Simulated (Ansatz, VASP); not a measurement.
One calculation of BaZrO3, two programs

```
Ba Zr O
1.0
    -2.25062    2.64953    3.81551
     2.25062   -2.64953    3.81551
     2.25062    2.64953   -3.81551
Ba Zr O
1 1 3
Direct
  0.00000 0.50000 0.50000
  0.50000 0.00000 0.50000
  0.21196 0.21196 0.00000
  0.78804 0.78804 0.00000
  0.50000 0.50000 0.00000
```

Alike in both runs: task relaxation of cell and atoms; functional PBE; k mesh 6 × 6 × 6; occupations gaussian, width 0.1 eV; no spin polarisation.

|  | VASP | Ansatz |
| --- | --- | --- |
| version | VASP 6.6.1 | Ansatz 0.2.0 |
| potentials or method | VASP PAW PBE potentials, release 64 (Ba_sv, Zr_sv, O), cutoff 600 eV | scalar-relativistic, plane waves, PAW |
| valence electrons in the cell | 40 | 40 |

```tsv
	VASP	Ansatz	Ansatz less VASP
gap on the k mesh at the Fermi level, each at its own relaxed structure (eV)	none	none	-
relaxed volume (Å³/atom)	17.19	16.85	-0.338
relaxed cell length with the largest relative difference (Å)	5.231	5.199	-0.0317
```

A gap of «none» marks a metal or a gap that the smearing closes.

Neither program's run includes spin-orbit coupling.
